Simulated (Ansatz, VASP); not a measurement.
# Two plane-wave programs on ZnO

```
CELL_PARAMETERS angstrom
3.23535 0.00000 0.00000
-1.61768 2.80190 0.00000
0.00000 0.00000 5.21091
ATOMIC_POSITIONS crystal
Zn 0.33333 0.66667 0.49966
Zn 0.66667 0.33333 0.99966
O 0.66667 0.33333 0.37935
O 0.33333 0.66667 0.87935
```

Alike in both runs: task single point; functional PBE-based screened hybrid with a share of 0.5 of exact exchange and HFSCREEN = 0.3; k mesh 6 × 6 × 2; no spin polarisation.

|  | VASP | Ansatz |
| --- | --- | --- |
| version | VASP 6.6.1 | Ansatz 0.2.0 |
| potentials or method | VASP PAW PBE potentials, release 64 (Zn, O) | plane waves |
| plane-wave cutoff (eV) | 520 | 420 |
| occupations | gaussian, width 0.01 eV | fixed |
| valence electrons in the cell | 36 | 36 |

Ansatz gave:

| Item | Value |
| --- | --- |
| gap on the k mesh at the Fermi level (eV) | 3.90 |
| pressure (GPa) | -1.7 |
| traceless stress, the component that is largest in VASP (GPa) | -0.39 |
| rms of the force components (eV/Å) | 0.010 |

**Question.** Estimate VASP's values.

**Answer.** gap on the k mesh at the Fermi level (eV): 3.83; pressure (GPa): -0.4; traceless stress, the component that is largest in VASP (GPa): -0.39; rms of the force components (eV/Å): 0.009.

VASP's potentials were made for PBE, not for PBE-based screened hybrid. Atom by atom the forces differ by 0.000 eV/Å (rms over components). Ansatz's warnings: stress exchange threshold loose, stress scf threshold loose.

The k mesh is coarse, so the values compare programs but aren't converged.
